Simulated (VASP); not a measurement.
# LiAl12 in VASP: relaxation of the atoms with LDA

Aim: the relaxation of the atoms of LiAl12 with LDA.

Program: VASP 6.6.1. These are calculated values, not measurements. Logs are shortened: lines on timing, memory, paths and dates and some standing lists are left out, and cuts for length are marked.

**1. The cell of the first run**

The cell holds a slab with vacuum, 13 atoms: a = 5.634 Å, b = 5.634 Å, c = 20.032 Å, α = 90.00°, β = 90.00°, γ = 120.00°.

**2. Relaxation of the atoms, LDA**

INCAR

```
  ALGO = Normal
  DIPOL = 0.5 0.5 0.329
  EDIFF = 1E-7
  EDIFFG = -0.025
  ENCUT = 650
  GGA = CA
  GGA_COMPAT = F
  IBRION = 2
  IDIPOL = 3
  ISIF = 2
  ISMEAR = 0
  KPAR = 4
  LASPH = T
  LCHARG = F
  LDIPOL = T
  LREAL = F
  LWAVE = F
  NELM = 120
  NELMDL = -8
  NELMIN = 4
  NSW = 36
  PREC = Accurate
  SIGMA = 0.1
```

KPOINTS

```
k-points
0
Gamma
  6 6 1
```

POSCAR

```
LiAl12
1.0
    5.6336864727      0.0000000000      0.0000000000
   -2.8168432363      4.8789156023      0.0000000000
    0.0000000000      0.0000000000     20.0321727095
Al Li
12 1
Selective dynamics
Direct
    0.3333333333      0.1666666667      0.1996787896  F F F
    0.3333333333      0.6666666667      0.1996787896  F F F
    0.8333333333      0.1666666667      0.1996787896  F F F
    0.8333333333      0.6666666667      0.1996787896  F F F
    0.1666666667      0.3333333333      0.3128097176  F F F
    0.1666666667      0.8333333333      0.3128097176  F F F
    0.6666666667      0.3333333333      0.3128097176  F F F
    0.6666666667      0.8333333333      0.3128097176  F F F
    0.0000000000      0.0000000000      0.4259234799  F F F
    0.0000000000      0.5000000000      0.4259234799  F F F
    0.5000000000      0.0000000000      0.4259234799  F F F
    0.5000000000      0.5000000000      0.4259234799  F F F
    0.1666666667      0.3333333333      0.5181155756  F F T
```

Potentials or basis: VASP PAW LDA potentials, release 64 (Al, Li_sv).

Started as:

```console
$ cat potpaw_LDA.64/Al/POTCAR potpaw_LDA.64/Li_sv/POTCAR > POTCAR
$ mpirun -np 4 vasp_std > vasp.out
```

OUTCAR:

```text
EDIFF = 1E-7
   EDIFFG = -0.025
   ENCUT = 650
   GGA = CA
   IBRION = 2
   ISIF = 2
   ISMEAR = 0
   LASPH = T
   LREAL = F
   NELM = 120
   NELMDL = -8
   NELMIN = 4
   NSW = 36
   PREC = Accurate

 ion  position               nearest neighbor table
   1  0.333  0.167  0.200-   5 2.79   6 2.79   7 2.79   2 2.82   2 2.82   3 2.82   3 2.82   4 2.82
                             4 2.82
   2  0.333  0.667  0.200-   6 2.79   5 2.79   8 2.79   1 2.82   1 2.82   4 2.82   4 2.82   3 2.82
                             3 2.82
   3  0.833  0.167  0.200-   7 2.79   8 2.79   5 2.79   4 2.82   4 2.82   1 2.82   1 2.82   2 2.82
                             2 2.82
   4  0.833  0.667  0.200-   8 2.79   7 2.79   6 2.79   3 2.82   3 2.82   2 2.82   2 2.82   1 2.82
                             1 2.82
   5  0.167  0.333  0.313-   9 2.79  12 2.79  10 2.79   1 2.79   2 2.79   3 2.79   6 2.82   6 2.82
                             7 2.82   7 2.82   8 2.82   8 2.82
   6  0.167  0.833  0.313-  10 2.79  11 2.79   9 2.79   2 2.79   1 2.79   4 2.79   5 2.82   5 2.82
                             8 2.82   8 2.82   7 2.82   7 2.82
   7  0.667  0.333  0.313-  11 2.79  10 2.79  12 2.79   3 2.79   4 2.79   1 2.79   8 2.82   8 2.82
                             5 2.82   5 2.82   6 2.82   6 2.82
   8  0.667  0.833  0.313-  12 2.79   9 2.79  11 2.79   4 2.79   3 2.79   2 2.79   7 2.82   7 2.82
                             6 2.82   6 2.82   5 2.82   5 2.82
   9  0.000  0.000  0.426-  13 2.46   5 2.79   8 2.79   6 2.79  10 2.82  10 2.82  11 2.82  11 2.82
                            12 2.82  12 2.82
  10  0.000  0.500  0.426-  13 2.46   6 2.79   7 2.79   5 2.79   9 2.82   9 2.82  12 2.82  12 2.82
                            11 2.82  11 2.82
  11  0.500  0.000  0.426-   7 2.79   6 2.79   8 2.79  12 2.82  12 2.82   9 2.82   9 2.82  10 2.82
                            10 2.82
  12  0.500  0.500  0.426-  13 2.46   8 2.79   5 2.79   7 2.79  11 2.82  11 2.82  10 2.82  10 2.82
                             9 2.82   9 2.82
  13  0.167  0.333  0.518-   9 2.46  12 2.46  10 2.46

  LATTYP: Found a hexagonal cell.
 ALAT       =     5.6336864727
 C/A-ratio  =     3.5557840868

  Lattice vectors:

 A1 = (   5.6336864727,   0.0000000000,   0.0000000000)
 A2 = (  -2.8168432363,   4.8789156023,   0.0000000000)
 A3 = (   0.0000000000,   0.0000000000,  20.0321727095)

Analysis of symmetry for initial positions (statically):
=====================================================================
 Subroutine PRICEL returns:
 Original cell was already a primitive cell.

 Routine SETGRP: Setting up the symmetry group for a
 hexagonal supercell.

 Subroutine GETGRP returns: Found  6 space group operations
 (whereof  2 operations were pure point group operations)
 out of a pool of 24 trial point group operations.

[... 154 lines left out ...]
     AMIX     =   0.40;   BMIX     =  1.00
     AMIX_MAG =   1.60;   BMIX_MAG =  1.00
  volume/ion in A,a.u.               =      42.35       285.82
  Fermi-wavevector in a.u.,A,eV,Ry     =   0.677353  1.280011  6.242448  0.458807
  Thomas-Fermi vector in A             =   1.754936
   LORBIT       =      0    0 simple, 1 ext, 2 COOP (PROOUT), +10 PAW based schemes
   GGA     = CA    functional components
   LHFCALC =     F    Hartree Fock is set to
   AEXX    =    0.0000 exact exchange contribution
   IVDW    =     0    specifies the selected vdW correction
   LEPSILON=     F    determine dielectric tensor
   LRPA    =     F    only Hartree local field effects (RPA)
 conjugate gradient relaxation of ions
 non-spin polarized calculation
 Gauss-broadening in eV      SIGMA  =   0.10
  energy-cutoff  :      650.00
  volume of cell :      550.61
 maximum number of plane-waves:     20748
 NGX is ok and might be reduce to    48
   NGX = 23   NGY = 23   NGZ = 83

 dipolmoment           0.000000      0.000000      0.076975 electrons x Angstroem

--------------------------------------- Ionic step        1  -------------------------------------------

 number of electron      38.9999998 magnetization

 Free energy of the ion-electron system (eV)
  ---------------------------------------------------
  ext. energy  EPLUGINS =         0.00000000
  ---------------------------------------------------
  free energy    TOTEN  =       -48.95648895 eV

  energy without entropy =      -48.92940474  energy(sigma->0) =      -48.94294684

------------------------ aborting loop because EDIFF is reached ----------------------------------------

  FORCE on cell =-STRESS in cart. coord.  units (eV):
  Direction    XX          YY          ZZ          XY          YZ          ZX
  --------------------------------------------------------------------------------------
  -------------------------------------------------------------------------------------
  Total       -0.9455976     -0.9455976      1.8953956     -0.0000000      0.0000000      0.0000000
  in kB       -2.7515214     -2.7515214      5.5152653     -0.0000000      0.0000000      0.0000000
  external PRESSURE =       0.0040742 kB  Pullay stress =       0.0000000 kB
[... 175 lines left out ...]
--------------------------------------- Ionic step        5  -------------------------------------------

 number of electron      38.9999998 magnetization

 dipolmoment           0.000000      0.000000     -0.274165 electrons x Angstroem

 Free energy of the ion-electron system (eV)
  ---------------------------------------------------
  ext. energy  EPLUGINS =         0.00000000
  ---------------------------------------------------
  free energy    TOTEN  =       -49.05850904 eV

  energy without entropy =      -49.02389520  energy(sigma->0) =      -49.04120212

 E-fermi :   0.8205     XC(G=0):  -4.9133

 val. band max:        0.7747272776   @ k =   0.1667  -0.0000   0.0000
 cond. band min:       0.9243095263   @ k =   0.1667   0.1667   0.0000
 fundamental gap:      0.1495822487
 Fermi energy:         0.8204703188

 k-point     1 :       0.0000    0.0000    0.0000
  band No.  band energies     occupation
      1     -46.1176      2.00000
      2      -9.9825      2.00000
      3      -8.2412      2.00000
      4      -5.5280      2.00000
      5      -3.9804      2.00000
      6      -3.9804      2.00000
[... 192 lines left out ...]
     25       2.8476      0.00000
     26       3.3348      0.00000

------------------------ aborting loop because EDIFF is reached ----------------------------------------

 vacuum level on the upper side and lower side of the slab       (xc-potential included)        -1.263         0.588

  FORCE on cell =-STRESS in cart. coord.  units (eV):
  Direction    XX          YY          ZZ          XY          YZ          ZX
  --------------------------------------------------------------------------------------
  -------------------------------------------------------------------------------------
  Total       -2.0614598     -2.0614598      0.6768293     -0.0000000      0.0000000     -0.0000000
  in kB       -5.9984827     -5.9984827      1.9694532     -0.0000000      0.0000000     -0.0000000
  external PRESSURE =      -3.3425040 kB  Pullay stress =       0.0000000 kB
[... 28 lines left out ...]
  FREE ENERGIE OF THE ION-ELECTRON SYSTEM (eV)
  ---------------------------------------------------
  free  energy   TOTEN  =       -49.0585090427 eV

  energy  without entropy=      -49.0238951973  energy(sigma->0) =      -49.04120212

 reached required accuracy - stopping structural energy minimisation

 vacuum level on the upper side and lower side of the slab         2.803         4.698
```

Run time: 4.2 min. Hardware: 4 MPI ranks of AMD EPYC 7R13 (Zen 3), shared host; peak memory 0.66 GiB.

Results:

```yaml
Free_energy: -49.0585 eV
Energy_gained_by_relaxing: 7.8 meV/atom
Ionic_steps: 5
Band_gap_on_the_k_mesh: zero (an odd number of electrons rules out a gap without spin polarisation)
```

Step by step:
```
step  energy change (eV)  largest force on free atoms (eV/Å)  pressure (GPa)
   1              0.0000                              0.8929            0.00
   2             -0.0343                              0.7043           -0.07
   3             -0.0933                              0.2294           -0.24
   4             -0.1017                              0.0436           -0.32
   5             -0.1020                              0.0010           -0.33
```

Final structure:
```
Al Li
1.0
     5.63369    0.00000    0.00000
    -2.81684    4.87892    0.00000
     0.00000    0.00000   20.03217
Al Li
12 1
Direct
  0.33333 0.16667 0.19968
  0.33333 0.66667 0.19968
  0.83333 0.16667 0.19968
  0.83333 0.66667 0.19968
  0.16667 0.33333 0.31281
  0.16667 0.83333 0.31281
  0.66667 0.33333 0.31281
  0.66667 0.83333 0.31281
  0.00000 0.00000 0.42592
  0.00000 0.50000 0.42592
  0.50000 0.00000 0.42592
  0.50000 0.50000 0.42592
  0.16667 0.33333 0.53061
```

The gap in the log of VASP goes by the Fermi energy; the results here count the filled bands.